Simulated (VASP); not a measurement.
A run of VASP 6.6.1 is set up as follows.

The input INCAR:

```
  PREC = Accurate
  ENCUT = 520
  EDIFF = 1E-6
  ISMEAR = -1
  SIGMA = 0.05
  LREAL = F
  LASPH = T
  NELM = 60
  ALGO = Normal
  ISIF = 2
  LWAVE = F
  LCHARG = T
  GGA = PS
  LELF = T
  LVHAR = T
  NBANDS = 16
```

Contents of KPOINTS:

```
Automatic mesh
0
Gamma
  10 10 9
```

Contents of POSCAR:

```
WC
1.0
    2.8529699850      0.0000000000      0.0000000000
   -1.4264849925      2.4707444832      0.0000000000
    0.0000000000      0.0000000000      2.7917849385
W C
1 1
Direct
    0.0000000000      0.0000000000      0.0000000000
    0.6666666667      0.3333333333      0.5000000000
```

Potentials or basis: VASP PAW PBE potentials, release 64 (W_sv, C).

Launch:

```console
$ cat potpaw_PBE.64/W_sv/POTCAR potpaw_PBE.64/C/POTCAR > POTCAR
$ mpirun -np 1 vasp_std > vasp.out
```

Problem. What does it give for the pressure?

Solution. 21.6 GPa.

Problem. Estimate the band gap on the k mesh.

Solution. Zero (band 9 reaches 12.37 eV, above the bottom of band 10 at 11.09 eV).

Stress tensor (GPa, compression positive):
```
21.44  0.00  0.00
 0.00 21.44  0.00
 0.00  0.00 21.83
```

Caveat: the PAW data sets were made with another functional, which shifts forces and pressure a little; spin-orbit coupling is left out, which moves the levels of the heavy elements.
